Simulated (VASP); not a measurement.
Runs of VASP 6.6.1 on KCl. The structure is that of space group Fm-3m (No. 225), or close to it. The cells are those of the table. 

```tsv
level	cell	smearing	gap on the mesh (eV)	pressure (GPa)
r2SCAN	a = 4.412, b = 4.412, c = 4.375 Å, angles 60.3, 60.3, 59.5°, 2 atoms	gaussian 0.01 eV	5.95	0.7
r2SCAN	a = 4.659 Å, angles 60.0°, 2 atoms	gaussian 0.01 eV	(c)	-1.9
r2SCAN	a = 4.447, b = 4.407, c = 4.407 Å, angles 60.6, 59.7, 59.7°, 2 atoms	gaussian 0.01 eV	(a)	0.4
PBE	a = 4.447, b = 4.407, c = 4.407 Å, angles 60.6, 59.7, 59.7°, 2 atoms	fermi-dirac 0.02 eV	(b)	1.2
PBE	a = 4.412, b = 4.412, c = 4.375 Å, angles 60.3, 60.3, 59.5°, 2 atoms	fermi-dirac 0.02 eV	5.30	1.5
```

Alike in all rows: task single point; potentials or basis VASP PAW PBE potentials, release 64 (K_sv, Cl); no spin polarisation; k mesh 8 × 8 × 8; cutoff (eV) 520.

Estimate the missing entries.

(a) 5.89; (b) 5.25; (c) 5.38.

Caveats: the PAW data sets were made with another functional, which shifts forces and pressure a little (some runs).

A k mesh can miss the band edges.
